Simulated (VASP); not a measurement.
# SiC3 (P-6m2) in VASP: notebook

SiC3 is run at these levels: PBE; tasks: single point.

All numbers are computed with VASP 6.6.1; they aren't measurements. Logs are shortened: lines on timing, memory, paths and dates and some standing lists are left out, and cuts for length are marked.

## 1. The cell of the first run

Symmetry: P-6m2, No. 187, hexagonal system. The conventional cell has a = 2.515 Å, b = 2.515 Å, c = 5.908 Å, α = 90.00°, β = 90.00°, γ = 120.00°. Si (site symmetry -6m2) has 2 C at 2.05 Å and 6 Si at 2.52 Å within 2.7 Å. Within 2.3 Å of C (site symmetry 3m) lie 4 C at 1.71 to 1.80 Å and 1 Si at 2.05 Å. Within 2.3 Å of C (site symmetry -6m2) lie 6 C at 1.71 Å.

## 2. Single point, PBE

The input, INCAR:

```
SYSTEM = SiC3
  ALGO = Normal
  EDIFF = 1E-7
  ENCUT = 520
  GGA = PE
  ISIF = 2
  ISMEAR = 0
  LASPH = .TRUE.
  LCHARG = .FALSE.
  LREAL = .FALSE.
  LWAVE = .FALSE.
  NBANDS = 16
  NELM = 60
  PREC = Accurate
  SIGMA = 0.1
```

The input, KPOINTS:

```
k-points
0
G
  6 6 4
  0 0 0
```

The input, POSCAR:

```
SiC3
1.0
    2.5151528712      0.0000000000      0.0000000000
   -1.2575764356      2.1781862809      0.0000000000
    0.0000000000      0.0000000000      5.9080267048
Si C
1 3
Direct
    0.0000000000      0.0000000000      0.0000000000
    0.0000000000      0.0000000000      0.6526860679
    0.0000000000      0.0000000000      0.3473139321
    0.6666666667      0.3333333333      0.5000000000
```

Potentials or basis: VASP PAW PBE potentials, release 64 (Si, C).

Started as:

```sh
cat potpaw_PBE.64/Si/POTCAR potpaw_PBE.64/C/POTCAR > POTCAR
mpirun -np 1 vasp_std > vasp.out
```

OUTCAR:

```text
SYSTEM = SiC3
   EDIFF = 1E-7
   ENCUT = 520
   GGA = PE
   ISIF = 2
   ISMEAR = 0
   LASPH = .TRUE.
   LREAL = .FALSE.
   NELM = 60
   PREC = Accurate

 ion  position               nearest neighbor table
   1  0.000  0.000  0.000-   2 2.05   3 2.05
   2  0.000  0.000  0.653-   4 1.71   4 1.71   4 1.71   3 1.80   1 2.05
   3  0.000  0.000  0.347-   4 1.71   4 1.71   4 1.71   2 1.80   1 2.05
   4  0.667  0.333  0.500-   2 1.71   3 1.71   2 1.71   3 1.71   2 1.71   3 1.71

  LATTYP: Found a hexagonal cell.
 ALAT       =     2.5151528712
 C/A-ratio  =     2.3489732065

  Lattice vectors:

 A1 = (   2.5151528712,   0.0000000000,   0.0000000000)
 A2 = (  -1.2575764356,   2.1781862809,   0.0000000000)
 A3 = (   0.0000000000,   0.0000000000,   5.9080267048)

Analysis of symmetry for initial positions (statically):
=====================================================================
 Subroutine PRICEL returns:
 Original cell was already a primitive cell.

 Routine SETGRP: Setting up the symmetry group for a
 hexagonal supercell.

 Subroutine GETGRP returns: Found 12 space group operations
 (whereof 12 operations were pure point group operations)
 out of a pool of 24 trial point group operations.

The static configuration has the point symmetry D_3h.

Analysis of symmetry for dynamics (positions and initial velocities):
=====================================================================
 Subroutine PRICEL returns:
 Original cell was already a primitive cell.

 Routine SETGRP: Setting up the symmetry group for a
 hexagonal supercell.

 Subroutine GETGRP returns: Found 12 space group operations
 (whereof 12 operations were pure point group operations)
 out of a pool of 24 trial point group operations.

The dynamic configuration has the point symmetry D_3h.

 Subroutine INISYM returns: Found 12 space group operations
 (whereof 12 operations are pure point group operations),
 and found     1 'primitive' translations

----------------------------------------------------------------------------------------

                                     Primitive cell

  volume of cell :      32.3670

  direct lattice vectors                    reciprocal lattice vectors
[... 85 lines left out ...]
   ENCUT  =  520.0 eV  38.22 Ry    6.18 a.u.   4.68  4.68 10.99*2*pi/ulx,y,z
   NELM   =     60;   NELMIN=  2; NELMDL= -5     # of ELM steps
   EDIFF  = 0.1E-06   stopping-criterion for ELM
   LREAL  =      F    real-space projection
   EDIFFG = 0.1E-05   stopping-criterion for IOM
   NSW    =      0    number of steps for IOM
   IBRION =     -1    ionic relax: 0-MD 1-quasi-New 2-CG
   NFREE  =      0    steps in history (QN), initial steepest desc. (CG)
   ISIF   =      2    stress and relaxation
   ISYM   =      2    0-nonsym 1-usesym 2-fastsym
   POTIM  = 0.5000    time-step for ionic-motion
   TEBEG  =    0.0;   TEEND  =   0.0 temperature during run
   PSTRESS=    0.0 pullay stress
   NELECT =      16.0000    total number of electrons
   NUPDOWN=      -1.0000    fix difference up-down
   EMIN   =  10.00;   EMAX   =-10.00  energy-range for DOS
   EFERMI =   0.00;   METHOD = LEGACY
   ISMEAR =     0;   SIGMA  =   0.10  broadening in eV -4-tet -1-fermi 0-gaus
   EFERMI_NEDOS =   21; number of points for ismear=-14 and -15
   IALGO  =     38    algorithm
   IMIX   =      4    mixing-type and parameters
     AMIX     =   0.40;   BMIX     =  1.00
     AMIX_MAG =   1.60;   BMIX_MAG =  1.00
  volume/ion in A,a.u.               =       8.09        54.61
  Fermi-wavevector in a.u.,A,eV,Ry     =   1.294437  2.446131 22.797470  1.675567
  Thomas-Fermi vector in A             =   2.426020
   LORBIT       =      0    0 simple, 1 ext, 2 COOP (PROOUT), +10 PAW based schemes
   GGA     = PE    functional components
   LHFCALC =     F    Hartree Fock is set to
   AEXX    =    0.0000 exact exchange contribution
   IVDW    =     0    specifies the selected vdW correction
   LEPSILON=     F    determine dielectric tensor
   LRPA    =     F    only Hartree local field effects (RPA)
 non-spin polarized calculation
 Gauss-broadening in eV      SIGMA  =   0.10
  energy-cutoff  :      520.00
  volume of cell :       32.37
 maximum number of plane-waves:       886
 NGX is ok and might be reduce to    20
   NGX =  9   NGY =  9   NGZ = 21

 number of electron      15.9999999 magnetization

 Free energy of the ion-electron system (eV)
  ---------------------------------------------------
  ext. energy  EPLUGINS =         0.00000000
  ---------------------------------------------------
  free energy    TOTEN  =       -25.47034627 eV

  energy without entropy =      -25.46229029  energy(sigma->0) =      -25.46631828

 E-fermi :  10.4880     XC(G=0): -12.2999

 val. band max:       10.4676091266   @ k =   0.3333   0.0000   0.2500
 cond. band min:      10.5204832169   @ k =   0.1667   0.1667   0.5000
 fundamental gap:      0.0528740903
 Fermi energy:        10.4879596329

 k-point     1 :       0.0000    0.0000    0.0000
  band No.  band energies     occupation
      1     -11.9219      2.00000
      2      -4.5579      2.00000
      3      -3.4719      2.00000
      4       5.7308      2.00000
      5       5.8382      2.00000
      6       7.3030      2.00000
[... 376 lines left out ...]
      3      -0.6783      2.00000
      4       1.5479      2.00000
      5       2.4674      2.00000
      6       4.9880      2.00000
[... 8 lines left out ...]
     15      20.3217      0.00000
     16      21.2696      0.00000

------------------------ aborting loop because EDIFF is reached ----------------------------------------

  FORCE on cell =-STRESS in cart. coord.  units (eV):
  Direction    XX          YY          ZZ          XY          YZ          ZX
  --------------------------------------------------------------------------------------
  -------------------------------------------------------------------------------------
  Total        0.0256061      0.0256061      0.0560961      0.0000000      0.0000000      0.0000000
  in kB        1.2675136      1.2675136      2.7767801      0.0000000      0.0000000      0.0000000
  external PRESSURE =       1.7706024 kB  Pullay stress =       0.0000000 kB

 VOLUME and BASIS-vectors are now :
 -----------------------------------------------------------------------------
  energy-cutoff  :      520.00
  volume of cell :       32.37
      direct lattice vectors                 reciprocal lattice vectors
     2.515152871  0.000000000  0.000000000     0.397590147  0.229548778  0.000000000
    -1.257576436  2.178186281  0.000000000     0.000000000  0.459097557  0.000000000
     0.000000000  0.000000000  5.908026705     0.000000000  0.000000000  0.169261253

 POSITION                                       TOTAL-FORCE (eV/Angst)
 -----------------------------------------------------------------------------------
      0.00000      0.00000      0.00000        -0.000000      0.000000      0.000000
      0.00000      0.00000      3.85609        -0.000000      0.000000      0.015261
      0.00000      0.00000      2.05194        -0.000000      0.000000     -0.015261
      1.25758      0.72606      2.95401         0.000000     -0.000000      0.000000
 -----------------------------------------------------------------------------------
    total drift:                               -0.000000      0.000000      0.000000

  FREE ENERGIE OF THE ION-ELECTRON SYSTEM (eV)
  ---------------------------------------------------
  free  energy   TOTEN  =       -25.4703462744 eV

  energy  without entropy=      -25.4622902859  energy(sigma->0) =      -25.46631828
```

OSZICAR:

```text
N       E                     dE             d eps       ncg     rms          rms(c)
DAV:   1     0.277138767525E+02    0.27714E+02   -0.75379E+03   672   0.904E+02
DAV:   2    -0.237049902365E+02   -0.51419E+02   -0.47032E+02   936   0.162E+02
DAV:   3    -0.257219795360E+02   -0.20170E+01   -0.20020E+01   872   0.287E+01
DAV:   4    -0.257324337982E+02   -0.10454E-01   -0.10452E-01   816   0.252E+00
DAV:   5    -0.257325107252E+02   -0.76927E-04   -0.76925E-04   904   0.189E-01    0.600E+00
DAV:   6    -0.255315526677E+02    0.20096E+00   -0.13129E-01   744   0.235E+00    0.349E+00
DAV:   7    -0.254697940702E+02    0.61759E-01   -0.14778E-01   816   0.244E+00    0.520E-01
DAV:   8    -0.254702163103E+02   -0.42224E-03   -0.44047E-03   896   0.461E-01    0.237E-01
DAV:   9    -0.254703380688E+02   -0.12176E-03   -0.66038E-04   800   0.190E-01    0.399E-02
DAV:  10    -0.254703419438E+02   -0.38750E-05   -0.52473E-05   904   0.499E-02    0.218E-02
DAV:  11    -0.254703458113E+02   -0.38675E-05   -0.64464E-06   784   0.199E-02    0.608E-03
DAV:  12    -0.254703462239E+02   -0.41258E-06   -0.88396E-07   816   0.713E-03    0.229E-03
DAV:  13    -0.254703462744E+02   -0.50561E-07   -0.63106E-08   512   0.194E-03
   1 F= -.25470346E+02 E0= -.25466318E+02  d E =-.805599E-02
```

Run time: 5.1 s. Hardware: 1 thread of Intel Xeon 6975P-C (Granite Rapids), shared host; peak memory 0.14 GiB.

What came out:

- Free energy: -25.4703 eV
- Pressure: 0.2 GPa
- Largest force: 0.015 eV/Å
- Band gap on the k mesh: zero (band 8 reaches 13.39 eV, above the bottom of band 9 at 6.99 eV)

Forces on the atoms (eV/Å):
```
Si   0.000  0.000  0.000
C    0.000  0.000  0.015
C    0.000  0.000 -0.015
C    0.000  0.000  0.000
```

Levels at points of the mesh, in eV from the Fermi level:
| k point | band 4 | band 5 | band 6 | band 7 | band 8 | band 9 | band 10 | band 11 | band 12 | band 13 |
| --- | --- | --- | --- | --- | --- | --- | --- | --- | --- | --- |
| (0.00, 0.00, 0.00) | -4.76 | -4.65 | -3.18 | -3.18 | 2.90 | 2.90 | 4.32 | 4.32 | 4.90 | 7.50 |
| (0.50, 0.00, 0.00) | -8.03 | -7.93 | -6.54 | -5.91 | 0.11 | 0.56 | 0.88 | 2.28 | 4.46 | 6.28 |
| (0.00, 0.00, 0.50) | -9.79 | -3.18 | -3.18 | 0.08 | 2.87 | 2.87 | 4.34 | 4.34 | 4.53 | 5.53 |
| (0.50, 0.00, 0.50) | -8.67 | -6.53 | -6.12 | -4.98 | -3.15 | 0.76 | 0.83 | 3.49 | 3.64 | 7.96 |

Caveat: the k points lie up to 0.48 Å⁻¹ apart.

## 3. Single point, PBE

This run uses another cell than the first one, of 11.26 Å³/atom, 1.391 times its volume.

The input, INCAR:

```
SYSTEM = SiC3
  PREC = Accurate
  ENCUT = 520
  EDIFF = 1E-6
  ISMEAR = 0
  SIGMA = 0.1
  LREAL = .FALSE.
  LASPH = .TRUE.
  NELM = 100
  ALGO = Normal
  ISIF = 2
  LWAVE = .FALSE.
  LCHARG = .TRUE.
  GGA = PE
  LELF = .TRUE.
  LVHAR = .TRUE.
  NBANDS = 16
```

The input, KPOINTS:

```
regular mesh
0
G
  6 6 4
  0 0 0
```

The input, POSCAR:

```
SiC3
1.0
    3.2405592200      0.0000000000      0.0000000000
   -1.6202796100      2.8064066000      0.0000000000
    0.0000000000      0.0000000000      4.9510651000
Si C
1 3
Direct
    0.0000000000      0.0000000000      0.0000000000
    0.0000000000      0.0000000000      0.7199185100
    0.0000000000      0.0000000000      0.2800814900
    0.6666666700      0.3333333300      0.5000000000
```

Potentials or basis: VASP PAW PBE potentials, release 64 (Si, C).

Started as:

```sh
cat potpaw_PBE.64/Si/POTCAR potpaw_PBE.64/C/POTCAR > POTCAR
mpirun -np 1 vasp_std > vasp.out
```

OUTCAR:

```text
SYSTEM = SiC3
   PREC = Accurate
   ENCUT = 520
   EDIFF = 1E-6
   ISMEAR = 0
   LREAL = .FALSE.
   LASPH = .TRUE.
   NELM = 100
   ISIF = 2
   GGA = PE

 ion  position               nearest neighbor table
   1  0.000  0.000  0.000-   2 1.39   3 1.39
   2  0.000  0.000  0.720-   1 1.39
   3  0.000  0.000  0.280-   1 1.39
   4  0.667  0.333  0.500-

  LATTYP: Found a hexagonal cell.
 ALAT       =     3.2405592200
 C/A-ratio  =     1.5278428086

  Lattice vectors:

 A1 = (   3.2405592200,   0.0000000000,   0.0000000000)
 A2 = (  -1.6202796100,   2.8064066000,   0.0000000000)
 A3 = (   0.0000000000,   0.0000000000,   4.9510651000)

Analysis of symmetry for initial positions (statically):
=====================================================================
 Subroutine PRICEL returns:
 Original cell was already a primitive cell.

 Routine SETGRP: Setting up the symmetry group for a
 hexagonal supercell.

 Subroutine GETGRP returns: Found 12 space group operations
 (whereof 12 operations were pure point group operations)
 out of a pool of 24 trial point group operations.

[... 163 lines left out ...]

 val. band max:        4.8069103805   @ k =   0.3333   0.0000   0.0000
 cond. band min:       4.9126834160   @ k =   0.1667   0.0000   0.2500
 fundamental gap:      0.1057730355
 Fermi energy:         4.8123984394

 k-point     1 :       0.0000    0.0000    0.0000
  band No.  band energies     occupation
      1     -10.5335      2.00000
      2      -6.4977      2.00000
      3      -5.3853      2.00000
      4       2.5246      2.00000
      5       2.5246      2.00000
      6       3.4621      2.00000
[... 376 lines left out ...]
      3      -4.9358      2.00000
      4      -0.4326      2.00000
      5      -0.3162      2.00000
      6      -0.2778      2.00000
[... 8 lines left out ...]
     15      13.1707      0.00000
     16      16.7264      0.00000

------------------------ aborting loop because EDIFF is reached ----------------------------------------

  FORCE on cell =-STRESS in cart. coord.  units (eV):
  Direction    XX          YY          ZZ          XY          YZ          ZX
  --------------------------------------------------------------------------------------
  -------------------------------------------------------------------------------------
  Total       -5.9708177     -5.9708177     58.5842760      0.0000000     -0.0000000     -0.0000000
  in kB     -212.4590336   -212.4590326   2084.5986740      0.0000000     -0.0000000     -0.0000000
  external PRESSURE =     553.2268693 kB  Pullay stress =       0.0000000 kB

 VOLUME and BASIS-vectors are now :
 -----------------------------------------------------------------------------
  energy-cutoff  :      520.00
  volume of cell :       45.03
      direct lattice vectors                 reciprocal lattice vectors
     3.240559220  0.000000000  0.000000000     0.308588713  0.178163777  0.000000000
    -1.620279610  2.806406600  0.000000000     0.000000000  0.356327554  0.000000000
     0.000000000  0.000000000  4.951065100     0.000000000  0.000000000  0.201976742

 POSITION                                       TOTAL-FORCE (eV/Angst)
 -----------------------------------------------------------------------------------
      0.00000      0.00000      0.00000         0.000000     -0.000000      0.000000
      0.00000      0.00000      3.56436         0.000000     -0.000000    -25.150540
      0.00000      0.00000      1.38670         0.000000     -0.000000     25.150540
      1.62028      0.93547      2.47553        -0.000000      0.000000      0.000000
 -----------------------------------------------------------------------------------
    total drift:                               -0.000004      0.000002      0.000000

  FREE ENERGIE OF THE ION-ELECTRON SYSTEM (eV)
  ---------------------------------------------------
  free  energy   TOTEN  =       -13.8379729155 eV

  energy  without entropy=      -13.8304382878  energy(sigma->0) =      -13.83420560
```

stdout:

```text
POSCAR found type information on POSCAR SiC
 POSCAR found :  2 types and       4 ions
 scaLAPACK will be used
 LDA part: xc-table for (Slater+PW92), standard interpolation
 POSCAR, INCAR and KPOINTS ok, starting setup
 FFT: planning ... GRIDC
 FFT: planning ... GRID_SOFT
 FFT: planning ... GRID
 WAVECAR not read
 entering main loop
```

Wall time 5.6 s (1 thread of Intel Xeon 6975P-C (Granite Rapids), shared host); peak memory 0.15 GiB.

Results:

* Free energy: -13.8380 eV
* Pressure: 55.3 GPa
* Largest force: 25.151 eV/Å
* Band gap on the k mesh: zero (band 8 reaches 5.30 eV, above the bottom of band 9 at 4.23 eV)

Forces in eV/Å, atoms in the order of the input:
```
Si    0.000   0.000   0.000
C     0.000   0.000 -25.151
C     0.000   0.000  25.151
C     0.000   0.000   0.000
```

Levels at points of the mesh, in eV from the Fermi level:
```
           k point  band 5  band 6  band 7  band 8  band 9  band 10  band 11  band 12
(0.00, 0.00, 0.00)   -2.29   -1.35   -0.99    0.49    0.49     1.73     1.73     2.25
(0.50, 0.00, 0.00)   -3.94   -3.76   -3.32   -0.16    1.52     1.79     2.19     3.92
(0.00, 0.00, 0.50)   -1.80   -1.80   -0.71   -0.71   -0.59     1.21     2.39     2.39
(0.50, 0.00, 0.50)   -5.37   -3.24   -1.70   -0.32   -0.21     1.42     3.66     3.88
```

Caveat: the k points lie up to 0.37 Å⁻¹ apart; forces of over 1 eV/Å act on the atoms, so gaps and moduli don't describe the material at rest.

## 4. Single point, PBE, collinear spin, ferromagnetic start

The input, INCAR:

```
PREC = Accurate
ENCUT = 520
EDIFF = 1E-6
ISMEAR = 0
SIGMA = 0.1
LREAL = False
LASPH = True
NELM = 150
ALGO = Normal
ISIF = 2
LWAVE = False
LCHARG = True
ISPIN = 2
MAGMOM = 0 1 1 1
LORBIT = 11
GGA = PE
LELF = True
LVHAR = True
NBANDS = 20
```

The input, KPOINTS:

```
Automatic mesh
0
Gamma
  6 6 4
```

The input, POSCAR:

```
SiC3
1.0
    2.5151528712      0.0000000000      0.0000000000
   -1.2575764356      2.1781862809      0.0000000000
    0.0000000000      0.0000000000      5.9080267048
Si C
1 3
Direct
    0.0000000000      0.0000000000      0.0000000000
    0.0000000000      0.0000000000      0.6526860679
    0.0000000000      0.0000000000      0.3473139321
    0.6666666667      0.3333333333      0.5000000000
```

Started as:

```sh
cat potpaw_PBE.64/Si/POTCAR potpaw_PBE.64/C/POTCAR > POTCAR
mpirun -np 1 vasp_std > vasp.out
```

Run time: 13 s. Hardware: 1 thread of Intel Xeon 6975P-C (Granite Rapids), shared host; peak memory 0.16 GiB.

The run converged. Its results:

```yaml
Free_energy: -25.4703 eV
Pressure: 0.2 GPa
Largest_force: 0.015 eV/Å
Band_gap_on_the_k_mesh: zero (filled and empty bands overlap)
Net_moment: 0.00 μB per cell
Valence_electrons_inside_the_program's_atomic_spheres: Si 1.61; C 2.31, 2.35
```

Forces on the atoms (eV/Å):
```
Si   0.000  0.000  0.000
C    0.000  0.000  0.015
C    0.000  0.000 -0.015
C    0.000  0.000  0.000
```

Stress tensor (GPa, compression positive):
```
0.13 0.00 0.00
0.00 0.13 0.00
0.00 0.00 0.28
```

Levels at points of the mesh, in eV from the Fermi level:
Spin up:
| k point | band 5 | band 6 | band 7 | band 8 | band 9 | band 10 | band 11 | band 12 |
| --- | --- | --- | --- | --- | --- | --- | --- | --- |
| (0.00, 0.00, 0.00) | -4.65 | -3.18 | -3.18 | 2.90 | 2.90 | 4.32 | 4.32 | 4.90 |
| (0.50, 0.00, 0.00) | -7.93 | -6.54 | -5.91 | 0.11 | 0.56 | 0.88 | 2.28 | 4.46 |
| (0.00, 0.00, 0.50) | -3.18 | -3.18 | 0.08 | 2.87 | 2.87 | 4.35 | 4.35 | 4.53 |
| (0.50, 0.00, 0.50) | -6.53 | -6.12 | -4.98 | -3.15 | 0.76 | 0.83 | 3.49 | 3.64 |
Spin down:
```
           k point  band 6  band 7  band 8  band 9  band 10  band 11
(0.00, 0.00, 0.00)   -3.18   -3.18    2.90    2.90     4.32     4.32
(0.50, 0.00, 0.00)   -6.54   -5.91    0.11    0.56     0.88     2.28
(0.00, 0.00, 0.50)   -3.18    0.08    2.87    2.87     4.35     4.35
(0.50, 0.00, 0.50)   -6.12   -4.98   -3.15    0.76     0.83     3.49
```

Caveat: the k points lie up to 0.48 Å⁻¹ apart.

(Part 1 of 2 ends here.)
